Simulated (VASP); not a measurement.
A run of VASP 6.6.1 is set up as follows.

The input INCAR:

```
ALGO = Normal
EDIFF = 1E-7
ENCUT = 520
GGA = PE
ISIF = 2
ISMEAR = -1
LASPH = True
LCHARG = False
LREAL = False
LWAVE = False
NBANDS = 10
NELM = 80
PREC = Accurate
SIGMA = 0.05
```

Contents of KPOINTS:

```
k-points
0
Gamma
  16 16 16
```

File POSCAR:

```
Al
1.0
   -2.0881553932      2.0881553932      1.1005820028
    2.0881553932     -2.0881553932      1.1005820028
    2.0881553932      2.0881553932     -1.1005820028
Al
2
Direct
   -0.3750000000     -0.1250000000     -0.2500000000
    0.3750000000      0.1250000000      0.2500000000
```

Potentials or basis: VASP PAW PBE potentials, release 64 (Al).

Run with:

```console
$ cat potpaw_PBE.64/Al/POTCAR > POTCAR
$ mpirun -np 1 vasp_std > vasp.out
```

(1) Predict the band gap on the k mesh.

(2) Estimate the pressure.

Results:

(1) zero (band 3 reaches 18.57 eV, above the bottom of band 4 at 8.41 eV).

(2) 163.7 GPa.
